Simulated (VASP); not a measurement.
# SnO2 (Pnnm) in VASP: relaxation of cell and atoms with LDA

Aim: the relaxation of cell and atoms of SnO2 with LDA.

Program: VASP 6.6.1. These are calculated values, not measurements. Logs are shortened: lines on timing, memory, paths and dates and some standing lists are left out, and cuts for length are marked.

### 1 The cell of the first run

The structure is orthorhombic, space group Pnnm (No. 58). Conventional cell: a = 4.717 Å, b = 4.727 Å, c = 3.186 Å, α = 90.00°, β = 90.00°, γ = 90.00°. Within 2.7 Å of Sn (site symmetry 2/m) lie 6 O at 2.04 to 2.05 Å. Within 2.7 Å of O (site symmetry m) lie 3 Sn at 2.04 to 2.05 Å and 1 O at 2.59 Å.

### 2 Relaxation of cell and atoms, LDA

Contents of INCAR:

```
PREC = Accurate
ENCUT = 600
EDIFF = 1E-7
ISMEAR = 0
SIGMA = 0.02
LREAL = F
LASPH = T
NELM = 60
ALGO = Normal
ISIF = 3
LWAVE = F
LCHARG = F
GGA = CA
IBRION = 2
NSW = 100
EDIFFG = -0.002
```

Contents of KPOINTS:

```
regular mesh
0
Gamma
  6 6 8
```

Contents of POSCAR:

```
SnO2
1.0
    4.7174168654      0.0000000000      0.0000000000
    0.0000000000      4.7273976001      0.0000000000
    0.0000000000      0.0000000000      3.1856068968
Sn O
2 4
Direct
    0.5000000000      0.5000000000      0.5000000000
    0.0000000000      0.0000000000      0.0000000000
    0.3042642977      0.3078616647      0.0000000000
    0.8042642977      0.1921383353      0.5000000000
    0.1957357023      0.8078616647      0.5000000000
    0.6957357023      0.6921383353      0.0000000000
```

Potentials or basis: VASP PAW LDA potentials, release 64 (Sn_d, O).

Started as:

```bash
cat potpaw_LDA.64/Sn_d/POTCAR potpaw_LDA.64/O/POTCAR > POTCAR
mpirun -np 1 vasp_std > vasp.out
```

OUTCAR:

```text
PREC = Accurate
   ENCUT = 600
   EDIFF = 1E-7
   ISMEAR = 0
   LREAL = F
   LASPH = T
   NELM = 60
   ISIF = 3
   GGA = CA
   IBRION = 2
   NSW = 100
   EDIFFG = -0.002

 ion  position               nearest neighbor table
   1  0.500  0.500  0.500-   4 2.04   5 2.04   3 2.05   6 2.05   3 2.05   6 2.05   2 3.70   2 3.70
                             2 3.70   2 3.70   2 3.70   2 3.70   2 3.70   2 3.70
   2  0.000  0.000  0.000-   3 2.04   6 2.04   5 2.05   4 2.05   4 2.05   5 2.05   1 3.70   1 3.70
                             1 3.70   1 3.70   1 3.70   1 3.70   1 3.70   1 3.70
   3  0.304  0.308  0.000-   2 2.04   1 2.05   1 2.05
   4  0.804  0.192  0.500-   1 2.04   2 2.05   2 2.05
   5  0.196  0.808  0.500-   1 2.04   2 2.05   2 2.05
   6  0.696  0.692  0.000-   2 2.04   1 2.05   1 2.05

  LATTYP: Found a simple orthorhombic cell.
 ALAT       =     3.1856068968
 B/A-ratio  =     1.4808534192
 C/A-ratio  =     1.4839864909

  Lattice vectors:

 A1 = (   0.0000000000,   0.0000000000,   3.1856068968)
 A2 = (   4.7174168654,   0.0000000000,   0.0000000000)
 A3 = (   0.0000000000,   4.7273976001,   0.0000000000)

Analysis of symmetry for initial positions (statically):
=====================================================================
 Subroutine PRICEL returns:
 Original cell was already a primitive cell.

 Routine SETGRP: Setting up the symmetry group for a
 simple orthorhombic supercell.

 Subroutine GETGRP returns: Found  8 space group operations
 (whereof  4 operations were pure point group operations)
 out of a pool of  8 trial point group operations.

The static configuration has the point symmetry C_2h.
 The point group associated with its full space group is D_2h.

Analysis of symmetry for dynamics (positions and initial velocities):
=====================================================================
 Subroutine PRICEL returns:
 Original cell was already a primitive cell.

 Routine SETGRP: Setting up the symmetry group for a
 simple orthorhombic supercell.

 Subroutine GETGRP returns: Found  8 space group operations
 (whereof  4 operations were pure point group operations)
 out of a pool of  8 trial point group operations.

The dynamic configuration has the point symmetry C_2h.
 The point group associated with its full space group is D_2h.

 Subroutine INISYM returns: Found  8 space group operations
 (whereof  4 operations are pure point group operations),
 and found     1 'primitive' translations

----------------------------------------------------------------------------------------

                                     Primitive cell

  volume of cell :      71.0426

  direct lattice vectors                    reciprocal lattice vectors
     4.717416865  0.000000000  0.000000000     0.211980418  0.000000000  0.000000000
     0.000000000  4.727397600  0.000000000     0.000000000  0.211532874  0.000000000
     0.000000000  0.000000000  3.185606897     0.000000000  0.000000000  0.313911927

  length of vectors
     4.717416865  4.727397600  3.185606897     0.211980418  0.211532874  0.313911927

  position of ions in fractional coordinates (direct lattice)
     0.500000000  0.500000000  0.500000000
     0.000000000  0.000000000  0.000000000
     0.304264298  0.307861665  0.000000000
     0.804264298  0.192138335  0.500000000
     0.195735702  0.807861665  0.500000000
     0.695735702  0.692138335  0.000000000

  ion indices of the primitive-cell ions
   primitive index   ion index
                 1           1
                 2           2
                 3           3
                 4           4
                 5           5
                 6           6

----------------------------------------------------------------------------------------

 KPOINTS: regular mesh

Automatic generation of k-mesh.
 Grid dimensions read from file:
 generate k-points for:    6    6    8

 Generating k-lattice:

  Cartesian coordinates                     Fractional coordinates (reciprocal lattice)
     0.035330070  0.000000000  0.000000000     0.166666667  0.000000000  0.000000000
     0.000000000  0.035255479  0.000000000     0.000000000  0.166666667  0.000000000
     0.000000000  0.000000000  0.039238991     0.000000000  0.000000000  0.125000000

  Length of vectors
     0.035330070  0.035255479  0.039238991

  Shift w.r.t. Gamma in fractional coordinates (k-lattice)
     0.000000000  0.000000000  0.000000000

 Subroutine IBZKPT returns following result:
 ===========================================

 Found     80 irreducible k-points:

 Following reciprocal coordinates:
            Coordinates               Weight
  0.000000  0.000000  0.000000      1.000000
  0.166667  0.000000  0.000000      2.000000
  0.333333  0.000000  0.000000      2.000000
  0.500000  0.000000  0.000000      1.000000
  0.000000  0.166667  0.000000      2.000000
  0.166667  0.166667  0.000000      4.000000
[... 16 lines left out ...]
  0.333333  0.166667  0.125000      8.000000
  0.500000  0.166667  0.125000      4.000000
 [... further k-points ...]
   k-points           NKPTS =     80   k-points in BZ     NKDIM =     80   number of bands    NBANDS=     31
   number of dos      NEDOS =    301   number of ions     NIONS =      6
   total plane-waves  NPLWV =  44800
   dimension x,y,z NGX =    40 NGY =   40 NGZ =   28
   dimension x,y,z NGXF=    80 NGYF=   80 NGZF=   56
   ions per type =               2   4
   NGX,Y,Z   is equivalent  to a cutoff of  14.10, 14.07, 14.61 a.u.
   NGXF,Y,Z  is equivalent  to a cutoff of  28.19, 28.13, 29.22 a.u.
 SYSTEM =  unknown system
   PREC   = accura    normal or accurate (medium, high low for compatibility)
   ISTART =      0    job   : 0-new  1-cont  2-samecut
   ICHARG =      2    charge: 1-file 2-atom 10-const
   ISPIN  =      1    spin polarized calculation?
   LNONCOLLINEAR =      F non collinear calculations
   LSORBIT =      F    spin-orbit coupling
   LASPH  =      T    aspherical Exc in radial PAW
   ENCUT  =  600.0 eV  44.10 Ry    6.64 a.u.   9.42  9.44  6.36*2*pi/ulx,y,z
   NELM   =     60;   NELMIN=  2; NELMDL= -5     # of ELM steps
   EDIFF  = 0.1E-06   stopping-criterion for ELM
   LREAL  =      F    real-space projection
   EDIFFG = -.2E-02   stopping-criterion for IOM
   NSW    =    100    number of steps for IOM
   IBRION =      2    ionic relax: 0-MD 1-quasi-New 2-CG
   NFREE  =      1    steps in history (QN), initial steepest desc. (CG)
   ISIF   =      3    stress and relaxation
   ISYM   =      2    0-nonsym 1-usesym 2-fastsym
   POTIM  = 0.5000    time-step for ionic-motion
   TEBEG  =    0.0;   TEEND  =   0.0 temperature during run
   PSTRESS=    0.0 pullay stress
   NELECT =      52.0000    total number of electrons
   NUPDOWN=      -1.0000    fix difference up-down
   EMIN   =  10.00;   EMAX   =-10.00  energy-range for DOS
   EFERMI =   0.00;   METHOD = LEGACY
   ISMEAR =     0;   SIGMA  =   0.02  broadening in eV -4-tet -1-fermi 0-gaus
   EFERMI_NEDOS =   21; number of points for ismear=-14 and -15
   IALGO  =     38    algorithm
   IMIX   =      4    mixing-type and parameters
     AMIX     =   0.40;   BMIX     =  1.00
     AMIX_MAG =   1.60;   BMIX_MAG =  1.00
  volume/ion in A,a.u.               =      11.84        79.90
  Fermi-wavevector in a.u.,A,eV,Ry     =   1.475377  2.788059 29.616320  2.176738
  Thomas-Fermi vector in A             =   2.590034
   LORBIT       =      0    0 simple, 1 ext, 2 COOP (PROOUT), +10 PAW based schemes
   GGA     = CA    functional components
   LHFCALC =     F    Hartree Fock is set to
   AEXX    =    0.0000 exact exchange contribution
   IVDW    =     0    specifies the selected vdW correction
   LEPSILON=     F    determine dielectric tensor
   LRPA    =     F    only Hartree local field effects (RPA)
 conjugate gradient relaxation of ions
 non-spin polarized calculation
 Gauss-broadening in eV      SIGMA  =   0.02
  energy-cutoff  :      600.00
  volume of cell :       71.04
 maximum number of plane-waves:      2397
 NGX is ok and might be reduce to    40
   NGX = 19   NGY = 19   NGZ = 13

--------------------------------------- Ionic step        1  -------------------------------------------

 number of electron      51.9999996 magnetization

 Free energy of the ion-electron system (eV)
  ---------------------------------------------------
  ext. energy  EPLUGINS =         0.00000000
  ---------------------------------------------------
  free energy    TOTEN  =       -42.28916710 eV

  energy without entropy =      -42.28916710  energy(sigma->0) =      -42.28916710

------------------------ aborting loop because EDIFF is reached ----------------------------------------

  FORCE on cell =-STRESS in cart. coord.  units (eV):
  Direction    XX          YY          ZZ          XY          YZ          ZX
  --------------------------------------------------------------------------------------
  -------------------------------------------------------------------------------------
  Total        0.4275933      0.4138280      0.8121602     -0.0000000      0.0000000      0.0000000
  in kB        9.6432392      9.3327990     18.3161306     -0.0000000      0.0000000      0.0000000
  external PRESSURE =      12.4307229 kB  Pullay stress =       0.0000000 kB
[... 101 lines left out ...]
  FREE ENERGIE OF THE ION-ELECTRON SYSTEM (eV)
  ---------------------------------------------------
  free  energy   TOTEN  =       -42.2908901451 eV

  energy  without entropy=      -42.2908901451  energy(sigma->0) =      -42.29089015

[... ionic steps 4 to 18 ...]

--------------------------------------- Ionic step       19  -------------------------------------------

 number of electron      51.9999995 magnetization

------------------------ aborting loop because EDIFF is reached ----------------------------------------

  FORCE on cell =-STRESS in cart. coord.  units (eV):
  Direction    XX          YY          ZZ          XY          YZ          ZX
  --------------------------------------------------------------------------------------
  -------------------------------------------------------------------------------------
  Total       -0.0235342     -0.0038631     -0.0033799      0.0000000      0.0000000      0.0000000
  in kB       -0.5278928     -0.0866515     -0.0758148      0.0000000      0.0000000      0.0000000
  external PRESSURE =      -0.2301197 kB  Pullay stress =       0.0000000 kB
[... 65 lines left out ...]
  energy  without entropy=      -42.2910743858  energy(sigma->0) =      -42.29107439

--------------------------------------- Ionic step       21  -------------------------------------------

 number of electron      51.9999995 magnetization

 Free energy of the ion-electron system (eV)
  ---------------------------------------------------
  ext. energy  EPLUGINS =         0.00000000
  ---------------------------------------------------
  free energy    TOTEN  =       -42.29107670 eV

  energy without entropy =      -42.29107670  energy(sigma->0) =      -42.29107670

 E-fermi :   6.0407     XC(G=0): -11.8112

 val. band max:        5.8870604659   @ k =   0.0000   0.0000   0.0000
 cond. band min:       7.0358465676   @ k =   0.0000   0.0000   0.0000
 fundamental gap:      1.1487861017
 Fermi energy:         6.0406611747

 k-point     1 :       0.0000    0.0000    0.0000
  band No.  band energies     occupation
      1     -15.1222      2.00000
      2     -14.3480      2.00000
      3     -14.0830      2.00000
      4     -14.0636      2.00000
      5     -14.0635      2.00000
      6     -13.9877      2.00000
[... 805 lines left out ...]
     30      13.3540      0.00000
     31      16.0833      0.00000

 [... further k-points ...]
[... 5 lines left out ...]
  --------------------------------------------------------------------------------------
  -------------------------------------------------------------------------------------
  Total       -0.0082137      0.0091408      0.0030537     -0.0000000      0.0000000      0.0000000
  in kB       -0.1842601      0.2050588      0.0685043     -0.0000000      0.0000000      0.0000000
  external PRESSURE =       0.0297677 kB  Pullay stress =       0.0000000 kB
[... 21 lines left out ...]
  FREE ENERGIE OF THE ION-ELECTRON SYSTEM (eV)
  ---------------------------------------------------
  free  energy   TOTEN  =       -42.2910767006 eV

  energy  without entropy=      -42.2910767006  energy(sigma->0) =      -42.29107670

 reached required accuracy - stopping structural energy minimisation
```

Wall time 46 min (1 thread of Intel Xeon 8259CL, shared host); peak memory 0.3 GiB.

What came out:

```yaml
Free_energy: -42.2911 eV
Relaxed_volume: 11.90 Å³/atom
Relaxed_cell: a = 4.728 Å, b = 4.726 Å, c = 3.196 Å, α = 90.00°, β = 90.00°, γ = 90.00°
Space_group_after_relaxing_to_0.1_Å: P4_2/mnm (No. 136)
Energy_gained_by_relaxing: 0.3 meV/atom
Ionic_steps: 21
Pressure_after_relaxing: 0.0 GPa
Band_gap_on_the_k_mesh: 1.15 eV
```

Step by step:
```
step  energy change (eV)  largest force (eV/Å)  pressure (GPa)  volume (Å³)
   1              0.0000                0.0314            1.24        71.04
   2              0.0017                0.0603           -1.76        71.99
   3             -0.0017                0.0099           -0.02        71.43
   4             -0.0017                0.0105           -0.07        71.44
   5             -0.0018                0.0071           -0.03        71.43
   6             -0.0018                0.0058           -0.03        71.42
   7             -0.0018                0.0059            0.06        71.40
   8             -0.0018                0.0058            0.04        71.40
   9             -0.0018                0.0058            0.03        71.41
  10             -0.0018                0.0052            0.01        71.41
  11             -0.0018                0.0045           -0.01        71.42
  12             -0.0018                0.0059           -0.07        71.45
  13             -0.0018                0.0058           -0.06        71.45
  14             -0.0019                0.0051           -0.03        71.44
  15             -0.0019                0.0037            0.01        71.42
  16             -0.0019                0.0010            0.10        71.39
  17             -0.0019                0.0025            0.05        71.41
  18             -0.0019                0.0025            0.02        71.41
  19             -0.0019                0.0028           -0.02        71.43
  20             -0.0019                0.0027           -0.03        71.43
  21             -0.0019                0.0011            0.00        71.42
```

Final structure:
```
Sn O
1.0
     4.72824    0.00000    0.00000
     0.00000    4.72587    0.00000
     0.00000    0.00000    3.19623
Sn O
2 4
Direct
  0.50000 0.50000 0.50000
  0.00000 0.00000 0.00000
  0.30605 0.30603 0.00000
  0.80605 0.19397 0.50000
  0.19395 0.80603 0.50000
  0.69395 0.69397 0.00000
```

Caveat: spin-orbit coupling is left out, which moves the levels of the heavy elements.
